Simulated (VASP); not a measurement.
# Be3Sn (I4/mmm) in VASP: notebook

Be3Sn is run at these levels: PBE; tasks: single point, relaxation of cell and atoms.

Program: VASP 6.6.1. These are calculated values, not measurements. Logs are shortened: lines on timing, memory, paths and dates and some standing lists are left out, and cuts for length are marked.

### Step 1. The cell of the first run

It takes space group I4/mmm (No. 139, tetragonal). The conventional cell has a = 3.519 Å, b = 3.519 Å, c = 7.861 Å, α = 90.00°, β = 90.00°, γ = 90.00°. Be (site symmetry 4/mmm) has 4 Sn at 2.49 Å and 8 Be at 2.64 Å within 3.3 Å. Within 3.3 Å of Be (site symmetry -4m2) lie 8 Be at 2.49 to 2.64 Å and 4 Sn at 2.64 Å. Sn (site symmetry 4/mmm) has 12 Be at 2.49 to 2.64 Å within 3.3 Å.

### Step 2. Single point, PBE

Input file INCAR:

```
SYSTEM = Be3Sn
PREC = Accurate
ENCUT = 520
EDIFF = 1E-6
ISMEAR = 0
SIGMA = 0.1
LREAL = .False.
LASPH = .True.
NELM = 100
ALGO = Fast
ISIF = 2
LWAVE = .False.
LCHARG = .True.
GGA = PE
LELF = .True.
LVHAR = .True.
NBANDS = 18
```

Input file KPOINTS:

```
regular mesh
0
Gamma
  8 8 8
  0 0 0
```

Input file POSCAR:

```
Be3Sn
1.0
   -1.7595401761      1.7595401761      3.9304014324
    1.7595401761     -1.7595401761      3.9304014324
    1.7595401761      1.7595401761     -3.9304014324
Be Sn
3 1
Direct
    0.5000000000      0.5000000000      0.0000000000
    0.2500000000      0.7500000000      0.5000000000
    0.7500000000      0.2500000000      0.5000000000
    0.0000000000      0.0000000000      0.0000000000
```

Potentials or basis: VASP PAW PBE potentials, release 64 (Be, Sn_d).

Command:

```sh
$ cat potpaw_PBE.64/Be/POTCAR potpaw_PBE.64/Sn_d/POTCAR > POTCAR
$ mpirun -np 1 vasp_std > vasp.out
```

OUTCAR:

```text
SYSTEM = Be3Sn
   PREC = Accurate
   ENCUT = 520
   EDIFF = 1E-6
   ISMEAR = 0
   LREAL = .False.
   LASPH = .True.
   NELM = 100
   ISIF = 2
   GGA = PE

 ion  position               nearest neighbor table
   1  0.500  0.500  0.000-   4 2.49   4 2.49   4 2.49   4 2.49
   2  0.250  0.750  0.500-   4 2.64   4 2.64   4 2.64   4 2.64
   3  0.750  0.250  0.500-   4 2.64   4 2.64   4 2.64   4 2.64
   4  0.000  0.000  0.000-   1 2.49   1 2.49   1 2.49   1 2.49   3 2.64   2 2.64   3 2.64   2 2.64
                             3 2.64   3 2.64   2 2.64   2 2.64

  LATTYP: Found a body centered tetragonal cell.
 ALAT       =     3.5190803522
 C/A-ratio  =     2.2337662338

  Lattice vectors:

 A1 = (  -1.7595401761,   1.7595401761,   3.9304014324)
 A2 = (   1.7595401761,  -1.7595401761,   3.9304014324)
 A3 = (   1.7595401761,   1.7595401761,  -3.9304014324)

Analysis of symmetry for initial positions (statically):
=====================================================================
 Subroutine PRICEL returns:
 Original cell was already a primitive cell.

 Routine SETGRP: Setting up the symmetry group for a
 body centered tetragonal supercell.

 Subroutine GETGRP returns: Found 16 space group operations
 (whereof 16 operations were pure point group operations)
 out of a pool of 16 trial point group operations.

The static configuration has the point symmetry D_4h.

Analysis of symmetry for dynamics (positions and initial velocities):
=====================================================================
 Subroutine PRICEL returns:
 Original cell was already a primitive cell.

 Routine SETGRP: Setting up the symmetry group for a
 body centered tetragonal supercell.

 Subroutine GETGRP returns: Found 16 space group operations
 (whereof 16 operations were pure point group operations)
 out of a pool of 16 trial point group operations.

The dynamic configuration has the point symmetry D_4h.

 Subroutine INISYM returns: Found 16 space group operations
 (whereof 16 operations are pure point group operations),
 and found     1 'primitive' translations

----------------------------------------------------------------------------------------

                                     Primitive cell

  volume of cell :      48.6738

  direct lattice vectors                    reciprocal lattice vectors
    -1.759540176  1.759540176  3.930401432     0.000000000  0.284165151  0.127213469
     1.759540176 -1.759540176  3.930401432     0.284165151  0.000000000  0.127213469
     1.759540176  1.759540176 -3.930401432     0.284165151  0.284165151  0.000000000

  length of vectors
     4.651883348  4.651883348  4.651883348     0.311340810  0.311340810  0.401870211

  position of ions in fractional coordinates (direct lattice)
     0.500000000  0.500000000  0.000000000
     0.250000000  0.750000000  0.500000000
     0.750000000  0.250000000  0.500000000
     0.000000000  0.000000000  0.000000000

  ion indices of the primitive-cell ions
   primitive index   ion index
                 1           1
                 2           2
                 3           3
                 4           4

----------------------------------------------------------------------------------------

 KPOINTS: regular mesh

Automatic generation of k-mesh.
 Grid dimensions read from file:
 generate k-points for:    8    8    8

 Generating k-lattice:

  Cartesian coordinates                     Fractional coordinates (reciprocal lattice)
     0.000000000  0.035520644  0.015901684     0.125000000 -0.000000000  0.000000000
     0.035520644  0.000000000  0.015901684    -0.000000000  0.125000000  0.000000000
     0.035520644  0.035520644  0.000000000     0.000000000  0.000000000  0.125000000

  Length of vectors
     0.038917601  0.038917601  0.050233776

  Shift w.r.t. Gamma in fractional coordinates (k-lattice)
     0.000000000  0.000000000  0.000000000

 Subroutine IBZKPT returns following result:
 ===========================================

 Found     59 irreducible k-points:

 Following reciprocal coordinates:
            Coordinates               Weight
  0.000000  0.000000  0.000000      1.000000
  0.125000  0.000000 -0.000000      8.000000
  0.250000  0.000000 -0.000000      8.000000
  0.375000  0.000000 -0.000000      8.000000
  0.500000  0.000000 -0.000000      4.000000
  0.125000  0.125000 -0.000000      8.000000
[... 16 lines left out ...]
  0.250000  0.125000  0.125000     16.000000
  0.375000  0.125000  0.125000      8.000000
 [... further k-points ...]
   k-points           NKPTS =     59   k-points in BZ     NKDIM =     59   number of bands    NBANDS=     18
   number of dos      NEDOS =    301   number of ions     NIONS =      4
   total plane-waves  NPLWV =  46656
   dimension x,y,z NGX =    36 NGY =   36 NGZ =   36
   dimension x,y,z NGXF=    72 NGYF=   72 NGZF=   72
   ions per type =               3   1
   NGX,Y,Z   is equivalent  to a cutoff of  12.87, 12.87, 12.87 a.u.
   NGXF,Y,Z  is equivalent  to a cutoff of  25.73, 25.73, 25.73 a.u.
 SYSTEM =  Be3Sn
   PREC   = accura    normal or accurate (medium, high low for compatibility)
   ISTART =      0    job   : 0-new  1-cont  2-samecut
   ICHARG =      2    charge: 1-file 2-atom 10-const
   ISPIN  =      1    spin polarized calculation?
   LNONCOLLINEAR =      F non collinear calculations
   LSORBIT =      F    spin-orbit coupling
   LASPH  =      T    aspherical Exc in radial PAW
   ENCUT  =  520.0 eV  38.22 Ry    6.18 a.u.   8.65  8.65  8.65*2*pi/ulx,y,z
   NELM   =    100;   NELMIN=  2; NELMDL= -5     # of ELM steps
   EDIFF  = 0.1E-05   stopping-criterion for ELM
   LREAL  =      F    real-space projection
   EDIFFG = 0.1E-04   stopping-criterion for IOM
   NSW    =      0    number of steps for IOM
   IBRION =     -1    ionic relax: 0-MD 1-quasi-New 2-CG
   NFREE  =      0    steps in history (QN), initial steepest desc. (CG)
   ISIF   =      2    stress and relaxation
   ISYM   =      2    0-nonsym 1-usesym 2-fastsym
   POTIM  = 0.5000    time-step for ionic-motion
   TEBEG  =    0.0;   TEEND  =   0.0 temperature during run
   PSTRESS=    0.0 pullay stress
   NELECT =      20.0000    total number of electrons
   NUPDOWN=      -1.0000    fix difference up-down
   EMIN   =  10.00;   EMAX   =-10.00  energy-range for DOS
   EFERMI =   0.00;   METHOD = LEGACY
   ISMEAR =     0;   SIGMA  =   0.10  broadening in eV -4-tet -1-fermi 0-gaus
   EFERMI_NEDOS =   21; number of points for ismear=-14 and -15
   IALGO  =     68    algorithm
   IMIX   =      4    mixing-type and parameters
     AMIX     =   0.40;   BMIX     =  1.00
     AMIX_MAG =   1.60;   BMIX_MAG =  1.00
  volume/ion in A,a.u.               =      12.17        82.12
  Fermi-wavevector in a.u.,A,eV,Ry     =   1.217082  2.299951 20.154145  1.481288
  Thomas-Fermi vector in A             =   2.352414
   LORBIT       =      0    0 simple, 1 ext, 2 COOP (PROOUT), +10 PAW based schemes
   GGA     = PE    functional components
   LHFCALC =     F    Hartree Fock is set to
   AEXX    =    0.0000 exact exchange contribution
   IVDW    =     0    specifies the selected vdW correction
   LEPSILON=     F    determine dielectric tensor
   LRPA    =     F    only Hartree local field effects (RPA)
 non-spin polarized calculation
 RMM-DIIS sequential band-by-band and
 Gauss-broadening in eV      SIGMA  =   0.10
  energy-cutoff  :      520.00
  volume of cell :       48.67
 maximum number of plane-waves:      1335
   NGX = 17   NGY = 17   NGZ = 17

 number of electron      20.0000001 magnetization

 Free energy of the ion-electron system (eV)
  ---------------------------------------------------
  ext. energy  EPLUGINS =         0.00000000
  ---------------------------------------------------
  free energy    TOTEN  =       -12.48212389 eV

  energy without entropy =      -12.47897528  energy(sigma->0) =      -12.48054958

 E-fermi :   8.5094     XC(G=0): -10.7823

 val. band max:        8.4569021337   @ k =   0.2500   0.2500   0.2500
 cond. band min:       8.5387116419   @ k =   0.1250   0.1250  -0.0000
 fundamental gap:      0.0818095082
 Fermi energy:         8.5093559920

 k-point     1 :       0.0000    0.0000    0.0000
  band No.  band energies     occupation
      1     -13.1424      2.00000
      2     -13.1018      2.00000
      3     -13.0482      2.00000
      4     -13.0454      2.00000
      5     -13.0454      2.00000
      6      -3.6917      2.00000
[... 10 lines left out ...]
     17      16.2591      0.00000
     18      16.2591      0.00000

 k-point     2 :       0.1250    0.0000   -0.0000
  band No.  band energies     occupation
      1     -13.1315      2.00000
      2     -13.0948      2.00000
      3     -13.0555      2.00000
      4     -13.0519      2.00000
      5     -13.0440      2.00000
      6      -3.4926      2.00000
[... 10 lines left out ...]
     17      15.1224      0.00000
     18      16.0419      0.00000

 k-point     3 :       0.2500    0.0000   -0.0000
  band No.  band energies     occupation
      1     -13.1189      2.00000
      2     -13.0731      2.00000
      3     -13.0695      2.00000
      4     -13.0622      2.00000
      5     -13.0405      2.00000
      6      -2.9000      2.00000
[... 10 lines left out ...]
     17      15.8431      0.00000
     18      16.5609      0.00000

 k-point     4 :       0.3750    0.0000   -0.0000
  band No.  band energies     occupation
      1     -13.1150      2.00000
      2     -13.0907      2.00000
      3     -13.0832      2.00000
      4     -13.0371      2.00000
      5     -13.0246      2.00000
      6      -1.9589      2.00000
[... 375 lines left out ...]
      4     -13.0603      2.00000
      5     -13.0537      2.00000
      6      -2.2204      2.00000
[... 10 lines left out ...]
     17      16.5195      0.00000
     18      17.9902      0.00000

 k-point    23 :       0.2500    0.1250    0.1250
  band No.  band energies     occupation
      1     -13.1142      2.00000
      2     -13.0803      2.00000
      3     -13.0625      2.00000
      4     -13.0587      2.00000
      5     -13.0127      2.00000
      6      -1.2667      2.00000
[... 10 lines left out ...]
     17      17.3177      0.00000
     18      18.5315      0.00000

 k-point    24 :       0.3750    0.1250    0.1250
  band No.  band energies     occupation
      1     -13.1212      2.00000
      2     -13.0868      2.00000
      3     -13.0603      2.00000
      4     -13.0588      2.00000
      5     -12.9947      2.00000
      6      -0.4491      2.00000
[... 10 lines left out ...]
     17      17.1319      0.00000
     18      18.3163      0.00000

 [... further k-points ...]
[... 5 lines left out ...]
  --------------------------------------------------------------------------------------
  -------------------------------------------------------------------------------------
  Total        4.2945691      4.2945691     -1.3443987      0.0000000      0.0000000      0.0000000
  in kB      141.3627228    141.3627228    -44.2530701      0.0000000      0.0000000      0.0000000
  external PRESSURE =      79.4907919 kB  Pullay stress =       0.0000000 kB

 VOLUME and BASIS-vectors are now :
 -----------------------------------------------------------------------------
  energy-cutoff  :      520.00
  volume of cell :       48.67
      direct lattice vectors                 reciprocal lattice vectors
    -1.759540176  1.759540176  3.930401432     0.000000000  0.284165151  0.127213469
     1.759540176 -1.759540176  3.930401432     0.284165151  0.000000000  0.127213469
     1.759540176  1.759540176 -3.930401432     0.284165151  0.284165151  0.000000000

 POSITION                                       TOTAL-FORCE (eV/Angst)
 -----------------------------------------------------------------------------------
      0.00000      0.00000      3.93040         0.000000      0.000000     -0.000000
      1.75954     -0.00000      1.96520         0.000000     -0.000000      0.000000
     -0.00000      1.75954      1.96520        -0.000000      0.000000     -0.000000
      0.00000      0.00000      0.00000         0.000000      0.000000     -0.000000
 -----------------------------------------------------------------------------------
    total drift:                               -0.000000      0.000000      0.000000

  FREE ENERGIE OF THE ION-ELECTRON SYSTEM (eV)
  ---------------------------------------------------
  free  energy   TOTEN  =       -12.4821238935 eV

  energy  without entropy=      -12.4789752752  energy(sigma->0) =      -12.48054958
```

It took 80 s on 1 thread of Intel Xeon Platinum 8488C (Sapphire Rapids), shared host; peak memory 0.23 GiB.

What came out:

```
Free energy            : -12.4821 eV
Pressure               : 7.9 GPa
Band gap on the k mesh : zero (band 10 reaches 12.05 eV, above the bottom of band 11 at 7.15 eV)
```

Stress tensor (GPa, compression positive):
```
14.14  0.00  0.00
 0.00 14.14  0.00
 0.00  0.00 -4.43
```

Levels at points of the mesh, in eV from the Fermi level:
```tsv
k point	band 8	band 9	band 10	band 11	band 12	band 13
(0.00, 0.00, 0.00)	-0.81	-0.37	-0.37	0.60	0.60	2.38
(0.50, 0.00, 0.00)	-4.11	-3.48	1.27	1.64	4.22	4.37
(0.50, 0.50, 0.00)	-5.51	-4.57	-2.85	-1.36	2.16	2.19
(0.50, 0.50, 0.50)	-2.45	-2.45	1.89	2.36	5.06	5.06
```

Caveat: spin-orbit coupling is left out, which moves the levels of the heavy elements.

### Step 3. Single point, PBE

This run uses another cell than the first one, of 12.97 Å³/atom, 1.066 times its volume.

Input file INCAR:

```
ALGO     = Normal         # electronic algorithm
EDIFF    = 1E-6           # SCF threshold, eV
ENCUT    = 520            # plane-wave cutoff, eV
GGA      = PE             # functional
ISIF     = 2              # what is computed and relaxed
ISMEAR   = 0              # smearing method
LASPH    = True           # aspherical terms in the spheres
LCHARG   = False          # write CHGCAR
LREAL    = False          # projectors in reciprocal space
LWAVE    = False          # write WAVECAR
NBANDS   = 18             # bands
NELM     = 100            # most SCF steps
PREC     = Accurate       # precision mode
SIGMA    = 0.1            # smearing width, eV
```

Input file KPOINTS:

```
k-points
0
Gamma
  8 8 8
```

Input file POSCAR:

```
Be3Sn
1.0
   -1.8627080950      1.8627080950      3.7372780774
    1.8627080950     -1.8627080950      3.7372780774
    1.8627080950      1.8627080950     -3.7372780774
Be Sn
3 1
Direct
    0.5000000000      0.5000000000      0.0000000000
    0.2500000000      0.7500000000      0.5000000000
    0.7500000000      0.2500000000      0.5000000000
    0.0000000000      0.0000000000      0.0000000000
```

Potentials or basis: VASP PAW PBE potentials, release 64 (Be, Sn_d).

Command:

```sh
$ cat potpaw_PBE.64/Be/POTCAR potpaw_PBE.64/Sn_d/POTCAR > POTCAR
$ mpirun -np 1 vasp_std > vasp.out
```

Run time: 52 s. Hardware: 1 thread of Intel Xeon Platinum 8488C (Sapphire Rapids), shared host; peak memory 0.22 GiB.

The run converged. Its results:

```yaml
Free_energy: -12.7620 eV
Pressure: 0.0 GPa
Band_gap_on_the_k_mesh: zero (band 10 reaches 10.32 eV, above the bottom of band 11 at 6.35 eV)
```

Levels at points of the mesh, in eV from the Fermi level:
```csv
k point,band 7,band 8,band 9,band 10,band 11,band 12,band 13,band 14
"(0.00, 0.00, 0.00)",-3.13,-0.61,-0.61,0.25,0.25,0.48,1.58,1.85
"(0.50, 0.00, 0.00)",-7.74,-3.64,-3.02,0.26,0.82,2.88,3.49,5.56
"(0.50, 0.50, 0.00)",-6.35,-5.28,-4.58,-3.04,-1.64,2.51,2.60,4.58
"(0.50, 0.50, 0.50)",-8.12,-3.04,-3.04,0.48,1.22,5.10,5.64,5.64
```

Caveat: spin-orbit coupling is left out, which moves the levels of the heavy elements.

### Step 4. Relaxation of cell and atoms, PBE

Input file INCAR:

```
SYSTEM = Be3Sn
PREC = Accurate ; ENCUT = 600
EDIFF = 1E-7 ; ISMEAR = 0
SIGMA = 0.1 ; LREAL = .False.
LASPH = .True. ; NELM = 60
ALGO = Normal ; ISIF = 3
LWAVE = .False. ; LCHARG = .False.
GGA = PE ; IBRION = 2
NSW = 90 ; EDIFFG = -0.04
```

Input file KPOINTS:

```
Automatic mesh
0
Gamma
  8 8 8
  0 0 0
```

Input file POSCAR:

```
Be3Sn
1.0
   -1.7595401761      1.7595401761      3.9304014324
    1.7595401761     -1.7595401761      3.9304014324
    1.7595401761      1.7595401761     -3.9304014324
Be Sn
3 1
Direct
    0.5000000000      0.5000000000      0.0000000000
    0.2500000000      0.7500000000      0.5000000000
    0.7500000000      0.2500000000      0.5000000000
    0.0000000000      0.0000000000      0.0000000000
```

Command:

```sh
$ cat potpaw_PBE.64/Be/POTCAR potpaw_PBE.64/Sn_d/POTCAR > POTCAR
$ mpirun -np 1 vasp_std > vasp.out
```

Wall time 4.1 min (1 thread of Intel Xeon Platinum 8488C (Sapphire Rapids), shared host); peak memory 0.28 GiB.

It converged, with:

```
Free energy                            : -12.7615 eV
Relaxed volume                         : 12.99 Å³/atom
Relaxed cell                           : a = 4.574 Å, b = 4.574 Å, c = 4.574 Å, α = 131.89°, β = 131.89°, γ = 70.41°
Space group after relaxing (to 0.05 Å) : I4/mmm (No. 139)
Energy gained by relaxing              : 69.8 meV/atom
Ionic steps                            : 5
Pressure after relaxing                : -0.2 GPa
Band gap on the k mesh                 : zero (band 10 reaches 10.29 eV, above the bottom of band 11 at 6.32 eV)
```

Stress tensor (GPa, compression positive):
```
-0.26  0.00  0.00
 0.00 -0.26  0.00
 0.00  0.00  0.02
```

The path:
```tsv
step	energy change (eV)	largest force (eV/Å)	pressure (GPa)	volume (Å³)
1	0.0000	0.0000	7.95	48.67
2	-0.2484	0.0000	-1.55	52.97
3	-0.2509	0.0000	-2.42	53.49
4	-0.2774	0.0000	-0.76	52.35
5	-0.2793	0.0000	-0.17	51.97
```

Final structure:
```xyz
4
Lattice="-1.8645 1.8645 3.7373 1.8645 -1.8645 3.7373 1.8645 1.8645 -3.7373" Properties=species:S:1:pos:R:3 pbc="T T T"
Be    0.0000    0.0000    3.7373
Be    1.8645    0.0000    1.8687
Be    0.0000    1.8645    1.8687
Sn    0.0000    0.0000    0.0000
```

Levels at points of the mesh, in eV from the Fermi level:
```
           k point  band 6  band 7  band 8  band 9  band 10  band 11  band 12  band 13  band 14
(0.00, 0.00, 0.00)  -11.86   -3.12   -0.61   -0.61     0.25     0.25     0.49     1.58     1.84
(0.50, 0.00, 0.00)   -9.57   -7.73   -3.63   -3.01     0.26     0.81     2.86     3.48     5.56
(0.50, 0.50, 0.00)   -7.71   -6.34   -5.27   -4.57    -3.04    -1.64     2.52     2.60     4.58
(0.50, 0.50, 0.50)  -10.32   -8.11   -3.04   -3.04     0.47     1.21     5.10     5.64     5.64
```

Caveat: spin-orbit coupling is left out, which moves the levels of the heavy elements.

### Step 5. Summary

| task | cell | cutoff (eV) | gap on the mesh (eV) | pressure (GPa) |
| --- | --- | --- | --- | --- |
| single point | a = 4.652 Å, angles 135.6, 135.6, 64.7°, 4 atoms | 520 | none | 7.9 |
| single point | a = 4.572 Å, angles 131.9, 131.9, 70.4°, 4 atoms | 520 | none | 0.0 |
| relaxation of cell and atoms | relaxed from a = 4.652 Å, angles 135.6, 135.6, 64.7°, 4 atoms | 600 | none | -0.2 |

Alike in all rows: level PBE; potentials or basis VASP PAW PBE potentials, release 64 (Be, Sn_d); no spin polarisation; k mesh 8 × 8 × 8; smearing gaussian 0.1 eV.

Caveats: spin-orbit coupling is left out, which moves the levels of the heavy elements.

Total energies depend on the potentials used, so only differences within one code and one set of settings carry meaning.
